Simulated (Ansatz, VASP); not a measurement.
## Two plane-wave programs on MoS2

```xyz
6
Lattice="3.1494 0.0000 0.0000 -1.5747 2.7274 0.0000 0.0000 0.0000 12.0908" Properties=species:S:1:pos:R:3 pbc="T T T"
Mo    0.0000    1.8183    2.9741
Mo    1.5747    0.9091    9.1167
S     0.0000    1.8183    7.4272
S     1.5747    0.9091    1.5318
S     0.0000    1.8183   10.5589
S     1.5747    0.9091    4.6636
```

Change from the starting cell: mode 18 (469.1 1/cm) frozen in, largest displacement +0.075 Å.

Alike in both runs: task single point; functional PBE; dispersion D3(BJ); k mesh 12 × 12 × 4; occupations gaussian, width 0.05 eV; no spin polarisation.

```csv
,VASP,Ansatz
version,VASP 6.6.1,Ansatz 0.2.0
potentials or method,"VASP PAW PBE potentials, release 64 (Mo_sv, S), cutoff 520 eV","scalar-relativistic, plane waves, PAW"
valence electrons in the cell,52,52
```

```csv
,VASP,Ansatz,Ansatz less VASP
gap on the k mesh at the Fermi level (eV),0.39,0.37,-0.017
least direct gap on the mesh (eV),1.50,1.49,-0.014
pressure (GPa),1.3,1.5,+0.16
"traceless stress, the component that is largest in VASP (GPa)",-0.27,-0.23,+0.037
rms of the force components (eV/Å),1.544,1.547,+0.0030
```

Atom by atom the forces differ by 0.007 eV/Å (rms over components).
